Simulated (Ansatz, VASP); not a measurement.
## Two plane-wave programs on Sb

INCAR

```
SYSTEM = Sb
PREC = Accurate ; ENCUT = 520
EDIFF = 1E-6 ; ISMEAR = 0
SIGMA = 0.15 ; LREAL = .False.
LASPH = .True. ; NELM = 80
ALGO = Normal ; ISIF = 2
LWAVE = .False. ; LCHARG = .True.
GGA = PS ; LELF = .True.
LVHAR = .True. ; NBANDS = 8
```

KPOINTS

```
Automatic mesh
0
Gamma
  16 16 16
  0 0 0
```

POSCAR

```
Sb
1.0
    3.1284000000      0.0000000000      0.0000000000
    0.0000000000      3.1600000000      0.0000000000
    0.0000000000      0.0000000000      3.1600000000
Sb
1
Direct
    0.0000000000      0.0000000000      0.0000000000
```

Input for Ansatz:

```yaml
crystal:
  lattice:
    - [3.1284, 0.0, 0.0]
    - [0.0, 3.16, 0.0]
    - [0.0, 0.0, 3.16]
  atoms:
    - { symbol: Sb, position: [0.0, 0.0, 0.0] }
basis:
  ecutwfc: 420
kpoints:
  mp_grid: { grid: [16, 16, 16] }
hamiltonian:
  xc: pbesol
scf:
  occupations: { method: gaussian, width: 0.15 }
output:
  forces: true
  stress: true
  eigenvalues: true
```

Change from the starting cell: strain -0.0100 x Voigt [1, 0, 0, 0, 0, 0], atoms carried along.

Alike in both runs: task single point; functional PBEsol; k mesh 16 × 16 × 16; occupations gaussian, width 0.15 eV; no spin polarisation.

```csv
,VASP,Ansatz
version,VASP 6.6.1,Ansatz 0.2.0
potentials or method,"VASP PAW PBE potentials, release 64 (Sb), cutoff 520 eV","scalar-relativistic, plane waves, PAW"
valence electrons in the cell,5,15
```

```tsv
	VASP	Ansatz	Ansatz less VASP
gap on the k mesh at the Fermi level (eV)	none	none	-
pressure (GPa)	-4.4	-4.5	-0.04
traceless stress, the component that is largest in VASP (GPa)	0.58	0.57	-0.009
```

VASP's potentials were made for PBE, not for PBEsol. A gap of «none» marks a metal or a gap that the smearing closes. The functional is the same, so the differences come from potentials, cutoffs and numerics. VASP's potentials hold 5 valence electrons a cell and Ansatz's 15, so a difference there can come from the potentials and not from the codes.

Spin-orbit coupling is off throughout.
